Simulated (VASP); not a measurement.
# Si (Fd-3m) in VASP: further runs

The runs below take Si through single point, relaxation of cell and atoms, with PBE+D3(BJ).

Everything below comes from runs of VASP 6.6.1. Logs are shortened: lines on timing, memory, paths and dates and some standing lists are left out, and cuts for length are marked.

## (1) The cell of the first run

It takes space group Fd-3m (No. 227, cubic). The conventional cell has a = 5.421 Å, b = 5.421 Å, c = 5.421 Å, α = 90.00°, β = 90.00°, γ = 90.00°. Within 3.1 Å of Si (site symmetry -43m) lie 4 Si at 2.35 Å.

## (2) Single point, PBE+D3(BJ)

INCAR reads:

```
PREC = Accurate ; ENCUT = 520
EDIFF = 1E-6 ; ISMEAR = 0
SIGMA = 0.02 ; LREAL = False
LASPH = True ; NELM = 100
ALGO = Normal ; ISIF = 2
LWAVE = False ; LCHARG = False
GGA = PE ; IVDW = 12
NBANDS = 11
```

KPOINTS reads:

```
Automatic mesh
0
Gamma
  12 12 12
```

POSCAR reads:

```
Si
1.0
    0.0000000000      2.7105837318      2.7105837318
    2.7105837318      0.0000000000      2.7105837318
    2.7105837318      2.7105837318      0.0000000000
Si
2
Direct
    0.5000000000      0.5000000000      0.5000000000
    0.7500000000      0.7500000000      0.7500000000
```

Potentials or basis: VASP PAW PBE potentials, release 64 (Si).

Launch:

```console
> cat potpaw_PBE.64/Si/POTCAR > POTCAR
> mpirun -np 1 vasp_std > vasp.out
```

OUTCAR:

```text
PREC = Accurate
   ENCUT = 520
   EDIFF = 1E-6
   ISMEAR = 0
   LREAL = False
   LASPH = True
   NELM = 100
   ISIF = 2
   GGA = PE
   IVDW = 12
 IVDW          = 12

 ion  position               nearest neighbor table
   1  0.500  0.500  0.500-   2 2.35   2 2.35   2 2.35   2 2.35
   2  0.750  0.750  0.750-   1 2.35   1 2.35   1 2.35   1 2.35

  LATTYP: Found a face centered cubic cell.
 ALAT       =     5.4211674636

  Lattice vectors:

 A1 = (   0.0000000000,   2.7105837318,   2.7105837318)
 A2 = (   2.7105837318,   0.0000000000,   2.7105837318)
 A3 = (   2.7105837318,   2.7105837318,   0.0000000000)

Analysis of symmetry for initial positions (statically):
=====================================================================
 Subroutine PRICEL returns:
 Original cell was already a primitive cell.

 Routine SETGRP: Setting up the symmetry group for a
 face centered cubic supercell.

 Subroutine GETGRP returns: Found 48 space group operations
 (whereof 24 operations were pure point group operations)
 out of a pool of 48 trial point group operations.

The static configuration has the point symmetry T_d .
 The point group associated with its full space group is O_h .

Analysis of symmetry for dynamics (positions and initial velocities):
=====================================================================
 Subroutine PRICEL returns:
 Original cell was already a primitive cell.

 Routine SETGRP: Setting up the symmetry group for a
 face centered cubic supercell.

 Subroutine GETGRP returns: Found 48 space group operations
 (whereof 24 operations were pure point group operations)
 out of a pool of 48 trial point group operations.

The dynamic configuration has the point symmetry T_d .
 The point group associated with its full space group is O_h .

 Subroutine INISYM returns: Found 48 space group operations
 (whereof 24 operations are pure point group operations),
 and found     1 'primitive' translations

----------------------------------------------------------------------------------------

                                     Primitive cell

  volume of cell :      39.8307

  direct lattice vectors                    reciprocal lattice vectors
     0.000000000  2.710583732  2.710583732    -0.184462112  0.184462112  0.184462112
     2.710583732  0.000000000  2.710583732     0.184462112 -0.184462112  0.184462112
     2.710583732  2.710583732  0.000000000     0.184462112  0.184462112 -0.184462112

  length of vectors
     3.833344275  3.833344275  3.833344275     0.319497750  0.319497750  0.319497750

  position of ions in fractional coordinates (direct lattice)
     0.500000000  0.500000000  0.500000000
     0.750000000  0.750000000  0.750000000

  ion indices of the primitive-cell ions
   primitive index   ion index
                 1           1
                 2           2

----------------------------------------------------------------------------------------

 KPOINTS: Automatic mesh

Automatic generation of k-mesh.
 Grid dimensions read from file:
 generate k-points for:   12   12   12

 Generating k-lattice:

  Cartesian coordinates                     Fractional coordinates (reciprocal lattice)
    -0.015371843  0.015371843  0.015371843     0.083333333  0.000000000  0.000000000
     0.015371843 -0.015371843  0.015371843     0.000000000  0.083333333  0.000000000
     0.015371843  0.015371843 -0.015371843     0.000000000  0.000000000  0.083333333

  Length of vectors
     0.026624813  0.026624813  0.026624813

  Shift w.r.t. Gamma in fractional coordinates (k-lattice)
     0.000000000  0.000000000  0.000000000

 Subroutine IBZKPT returns following result:
 ===========================================

 Found     72 irreducible k-points:

 Following reciprocal coordinates:
            Coordinates               Weight
  0.000000  0.000000  0.000000      1.000000
  0.083333  0.000000  0.000000      8.000000
  0.166667  0.000000  0.000000      8.000000
  0.250000  0.000000  0.000000      8.000000
  0.333333  0.000000  0.000000      8.000000
  0.416667  0.000000  0.000000      8.000000
[... 16 lines left out ...]
  0.500000  0.166667  0.000000     24.000000
 -0.416667  0.166667  0.000000     24.000000
 [... further k-points ...]
   k-points           NKPTS =     72   k-points in BZ     NKDIM =     72   number of bands    NBANDS=     11
   number of dos      NEDOS =    301   number of ions     NIONS =      2
   total plane-waves  NPLWV =  27000
   dimension x,y,z NGX =    30 NGY =   30 NGZ =   30
   dimension x,y,z NGXF=    60 NGYF=   60 NGZF=   60
   ions per type =               2
   NGX,Y,Z   is equivalent  to a cutoff of  13.01, 13.01, 13.01 a.u.
   NGXF,Y,Z  is equivalent  to a cutoff of  26.02, 26.02, 26.02 a.u.
 SYSTEM =  unknown system
   PREC   = accura    normal or accurate (medium, high low for compatibility)
   ISTART =      0    job   : 0-new  1-cont  2-samecut
   ICHARG =      2    charge: 1-file 2-atom 10-const
   ISPIN  =      1    spin polarized calculation?
   LNONCOLLINEAR =      F non collinear calculations
   LSORBIT =      F    spin-orbit coupling
   LASPH  =      T    aspherical Exc in radial PAW
   ENCUT  =  520.0 eV  38.22 Ry    6.18 a.u.   7.13  7.13  7.13*2*pi/ulx,y,z
   NELM   =    100;   NELMIN=  2; NELMDL= -5     # of ELM steps
   EDIFF  = 0.1E-05   stopping-criterion for ELM
   LREAL  =      F    real-space projection
[... 7 lines left out ...]
   TEBEG  =    0.0;   TEEND  =   0.0 temperature during run
   PSTRESS=    0.0 pullay stress
   NELECT =       8.0000    total number of electrons
   NUPDOWN=      -1.0000    fix difference up-down
   EMIN   =  10.00;   EMAX   =-10.00  energy-range for DOS
   EFERMI =   0.00;   METHOD = LEGACY
   ISMEAR =     0;   SIGMA  =   0.02  broadening in eV -4-tet -1-fermi 0-gaus
   EFERMI_NEDOS =   21; number of points for ismear=-14 and -15
   IALGO  =     38    algorithm
   IMIX   =      4    mixing-type and parameters
     AMIX     =   0.40;   BMIX     =  1.00
     AMIX_MAG =   1.60;   BMIX_MAG =  1.00
  volume/ion in A,a.u.               =      19.92       134.40
  Fermi-wavevector in a.u.,A,eV,Ry     =   0.958735  1.811747 12.506110  0.919173
  Thomas-Fermi vector in A             =   2.087869
   LORBIT       =      0    0 simple, 1 ext, 2 COOP (PROOUT), +10 PAW based schemes
   GGA     = PE    functional components
   LHFCALC =     F    Hartree Fock is set to
   AEXX    =    0.0000 exact exchange contribution
   IVDW    =    12    specifies the selected vdW correction
   LEPSILON=     F    determine dielectric tensor
   LRPA    =     F    only Hartree local field effects (RPA)
 non-spin polarized calculation
 Gauss-broadening in eV      SIGMA  =   0.02
  energy-cutoff  :      520.00
  volume of cell :       39.83
 maximum number of plane-waves:      1090
 NGX is ok and might be reduce to    30
   NGX = 15   NGY = 15   NGZ = 15

 number of electron       8.0000000 magnetization

 Free energy of the ion-electron system (eV)
  ---------------------------------------------------
  ext. energy  EPLUGINS =         0.00000000
  ---------------------------------------------------
  free energy    TOTEN  =       -10.84182111 eV

  energy without entropy =      -10.84182111  energy(sigma->0) =      -10.84182111

 E-fermi :   6.0260     XC(G=0):  -9.4300

 val. band max:        5.8789287342   @ k =   0.0000   0.0000   0.0000
 cond. band min:       6.4423786422   @ k =   0.4167   0.4167   0.0000
 fundamental gap:      0.5634499081
 Fermi energy:         6.0259616755

 k-point     1 :       0.0000    0.0000    0.0000
  band No.  band energies     occupation
      1      -6.1147      2.00000
      2       5.8789      2.00000
      3       5.8789      2.00000
      4       5.8789      2.00000
      5       8.4470      0.00000
      6       8.4470      0.00000
      7       8.4470      0.00000
      8       9.3136      0.00000
      9      13.6019      0.00000
     10      13.6019      0.00000
     11      13.8595      0.00000

 k-point     2 :       0.0833    0.0000    0.0000
  band No.  band energies     occupation
      1      -6.0233      2.00000
      2       5.0215      2.00000
      3       5.7347      2.00000
      4       5.7347      2.00000
      5       8.5005      0.00000
      6       8.6594      0.00000
      7       8.6594      0.00000
      8       9.9657      0.00000
      9      13.3319      0.00000
     10      13.3319      0.00000
     11      14.2462      0.00000

 k-point     3 :       0.1667    0.0000    0.0000
  band No.  band energies     occupation
      1      -5.7518      2.00000
      2       3.4964      2.00000
      3       5.4272      2.00000
      4       5.4272      2.00000
      5       8.2502      0.00000
      6       9.0968      0.00000
      7       9.0968      0.00000
      8      11.3840      0.00000
      9      12.9646      0.00000
     10      12.9646      0.00000
     11      14.9914      0.00000

 k-point     4 :       0.2500    0.0000    0.0000
  band No.  band energies     occupation
      1      -5.3112      2.00000
      2       1.9453      2.00000
      3       5.1172      2.00000
      4       5.1172      2.00000
      5       7.9292      0.00000
      6       9.3907      0.00000
      7       9.3907      0.00000
      8      12.8465      0.00000
      9      13.0768      0.00000
     10      13.0768      0.00000
     11      14.8931      0.00000
[... 239 lines left out ...]
 k-point    22 :       0.4167    0.1667    0.0000
  band No.  band energies     occupation
      1      -4.1980      2.00000
      2       0.1971      2.00000
      3       3.4405      2.00000
      4       4.0424      2.00000
      5       7.8902      0.00000
      6      10.1564      0.00000
      7      10.7813      0.00000
      8      10.9386      0.00000
      9      15.7989      0.00000
     10      16.0824      0.00000
     11      16.7774      0.00000

 k-point    23 :       0.5000    0.1667    0.0000
  band No.  band energies     occupation
      1      -3.6107      2.00000
      2      -0.7426      2.00000
      3       3.0945      2.00000
      4       4.0968      2.00000
      5       7.9228      0.00000
      6      10.0103      0.00000
      7      10.5058      0.00000
      8      12.3161      0.00000
      9      15.3248      0.00000
     10      16.3718      0.00000
     11      17.6938      0.00000

 k-point    24 :      -0.4167    0.1667    0.0000
  band No.  band energies     occupation
      1      -3.4953      2.00000
      2      -0.9037      2.00000
      3       2.8791      2.00000
      4       4.2817      2.00000
      5       8.0703      0.00000
      6       9.9608      0.00000
      7      10.2786      0.00000
      8      13.8789      0.00000
      9      14.4626      0.00000
     10      14.6764      0.00000
     11      17.0743      0.00000

 [... further k-points ...]

------------------------ aborting loop because EDIFF is reached ----------------------------------------

 Edisp (eV)   -0.63161

 E8    (eV) :    -0.2619

  FORCE on cell =-STRESS in cart. coord.  units (eV):
  Direction    XX          YY          ZZ          XY          YZ          ZX
  --------------------------------------------------------------------------------------
  -------------------------------------------------------------------------------------
  Total      -0.01535    -0.01535    -0.01535    -0.00000     0.00000     0.00000
  in kB      -0.61752    -0.61752    -0.61752    -0.00000     0.00000     0.00000
  external pressure =       -0.62 kB  Pullay stress =        0.00 kB

 VOLUME and BASIS-vectors are now :
 -----------------------------------------------------------------------------
  energy-cutoff  :      520.00
  volume of cell :       39.83
      direct lattice vectors                 reciprocal lattice vectors
     0.000000000  2.710583732  2.710583732    -0.184462112  0.184462112  0.184462112
     2.710583732  0.000000000  2.710583732     0.184462112 -0.184462112  0.184462112
     2.710583732  2.710583732  0.000000000     0.184462112  0.184462112 -0.184462112

 POSITION                                       TOTAL-FORCE (eV/Angst)
 -----------------------------------------------------------------------------------
      2.71058      2.71058      2.71058         0.000000      0.000000      0.000000
      4.06588      4.06588      4.06588        -0.000000     -0.000000     -0.000000
 -----------------------------------------------------------------------------------
    total drift:                                0.000000     -0.000000     -0.000000

  FREE ENERGIE OF THE ION-ELECTRON SYSTEM (eV)
  ---------------------------------------------------
  free  energy   TOTEN  =       -11.4734293336 eV

  energy  without entropy=      -11.4734293336  energy(sigma->0) =      -11.47342933
```

Run time: 18 s. Hardware: 1 thread of Intel Xeon 6975P-C (Granite Rapids), shared host; peak memory 0.17 GiB.

Results:

* Free energy: -11.4734 eV
* Pressure: -0.1 GPa
* Band gap on the k mesh: 0.56 eV, indirect (least direct gap 2.57 eV)
* Dispersion energy per atom: -0.316 eV

A k mesh can miss the band edges.

## (3) Relaxation of cell and atoms, PBE+D3(BJ)

INCAR reads:

```
PREC     = Accurate       # precision mode
ENCUT    = 600            # plane-wave cutoff, eV
EDIFF    = 1E-6           # SCF threshold, eV
ISMEAR   = 0              # smearing method
SIGMA    = 0.02           # smearing width, eV
LREAL    = F              # projectors in reciprocal space
LASPH    = T              # aspherical terms in the spheres
NELM     = 80             # most SCF steps
ALGO     = Normal         # electronic algorithm
ISIF     = 3              # what is computed and relaxed
LWAVE    = F              # write WAVECAR
LCHARG   = F              # write CHGCAR
GGA      = PE             # functional
IVDW     = 12             # dispersion correction
IBRION   = 2              # ionic algorithm
NSW      = 100            # ionic steps
EDIFFG   = -0.005         # ionic threshold
```

KPOINTS reads:

```
regular mesh
0
Gamma
  12 12 12
```

POSCAR is that of step 2.

Potentials or basis: VASP PAW PBE potentials, release 64 (Si).

Launch:

```console
> cat potpaw_PBE.64/Si/POTCAR > POTCAR
> mpirun -np 1 vasp_std > vasp.out
```

Run time: 17 s. Hardware: 1 thread of Intel Xeon 6975P-C (Granite Rapids), shared host; peak memory 0.18 GiB.

The run converged. Its results:

| Quantity | Value |
| --- | --- |
| Free energy | -11.4736 eV |
| Relaxed volume | 19.90 Å³/atom |
| Relaxed cell | a = 3.832 Å, b = 3.832 Å, c = 3.832 Å, α = 60.00°, β = 60.00°, γ = 60.00° |
| Space group after relaxing (to 0.05 Å) | Fd-3m (No. 227) |
| Energy gained by relaxing | 0.0 meV/atom |
| Ionic steps | 2 |
| Pressure after relaxing | 0.0 GPa |
| Band gap on the k mesh | 0.56 eV, indirect (least direct gap 2.57 eV) |
| Dispersion energy per atom | -0.316 eV |

Final structure:
```
Si
1.0
     0.00000    2.70970    2.70970
     2.70970    0.00000    2.70970
     2.70970    2.70970    0.00000
Si
2
Direct
  0.50000 0.50000 0.50000
  0.75000 0.75000 0.75000
```

Levels at points of the mesh, in eV from the valence-band top:
| k point | band 1 | band 2 | band 3 | band 4 | band 5 | band 6 | band 7 | band 8 |
| --- | --- | --- | --- | --- | --- | --- | --- | --- |
| (0.00, 0.00, 0.00) | -12.00 | 0.00 | 0.00 | 0.00 | 2.57 | 2.57 | 2.57 | 3.45 |
| (0.50, 0.00, 0.00) | -9.65 | -6.99 | -1.20 | -1.20 | 1.56 | 3.34 | 3.34 | 7.74 |
| (0.50, 0.50, 0.00) | -7.83 | -7.83 | -2.87 | -2.87 | 0.70 | 0.70 | 10.17 | 10.17 |

A k mesh can miss the band edges.
